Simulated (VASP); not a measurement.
Runs of VASP 6.6.1 on ZnO. The structure is that of space group P6_3mc (No. 186), or close to it. The cells are those of the table. 

```tsv
task	spin	cell	k mesh	cutoff (eV)	smearing	gap on the mesh (eV)	pressure (GPa)
relaxation of cell and atoms	off	relaxed from a = 3.249, b = 3.249, c = 5.206 Å, angles 90.0, 90.0, 120.0°, 4 atoms	10 × 10 × 6	600	fermi-dirac 0.05 eV	(a)	0.0
single point	off	a = 3.230, b = 3.230, c = 5.214 Å, angles 90.0, 90.0, 120.0°, 4 atoms	10 × 10 × 6	520	fermi-dirac 0.05 eV	0.69	1.0
single point	non-collinear, zero start, SOC	a = 3.230, b = 3.230, c = 5.214 Å, angles 90.0, 90.0, 120.0°, 4 atoms	8 × 8 × 4	520	gaussian 0.01 eV	-	1.0
single point	off	a = 3.230, b = 3.230, c = 5.214 Å, angles 90.0, 90.0, 120.0°, 4 atoms	8 × 8 × 4	520	gaussian 0.01 eV	0.69	0.7
```

Alike in all rows: level PBEsol; potentials or basis VASP PAW PBE potentials, release 64 (Zn, O).

Problem. Fill in the values left out.

Solution. (a) 0.68.

Caveats: the PAW data sets were made with another functional, which shifts forces and pressure a little.

